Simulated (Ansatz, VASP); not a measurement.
HgS2: VASP beside Ansatz

```
CELL_PARAMETERS angstrom
-1.87592 1.87592 4.60188
1.87592 -1.87592 4.60188
1.87592 1.87592 -4.60188
ATOMIC_POSITIONS crystal
Hg 0.00000 0.00000 0.00000
S 0.66500 0.66500 0.00000
S 0.33500 0.33500 0.00000
```

Alike in both runs: task relaxation of cell and atoms; functional PBE; k mesh 6 × 6 × 6; occupations gaussian, width 0.1 eV; no spin polarisation.

|  | VASP | Ansatz |
| --- | --- | --- |
| version | VASP 6.6.1 | Ansatz 0.2.0 |
| potentials or method | VASP PAW PBE potentials, release 64 (Hg, S), cutoff 600 eV | scalar-relativistic, plane waves, PAW |
| valence electrons in the cell | 24 | 32 |

|  | VASP | Ansatz | Ansatz less VASP |
| --- | --- | --- | --- |
| gap on the k mesh at the Fermi level, each at its own relaxed structure (eV) | none | none | - |
| relaxed volume (Å³/atom) | 24.15 | 23.67 | -0.480 |
| relaxed cell length with the largest relative difference (Å) | 5.576 | 5.506 | -0.0701 |

A gap of «none» marks a metal or a gap that the smearing closes. VASP's potentials hold 24 valence electrons a cell and Ansatz's 32, so a difference there can come from the potentials and not from the codes.

The k mesh is coarse, so the values compare programs but aren't converged. Spin-orbit coupling is off throughout.
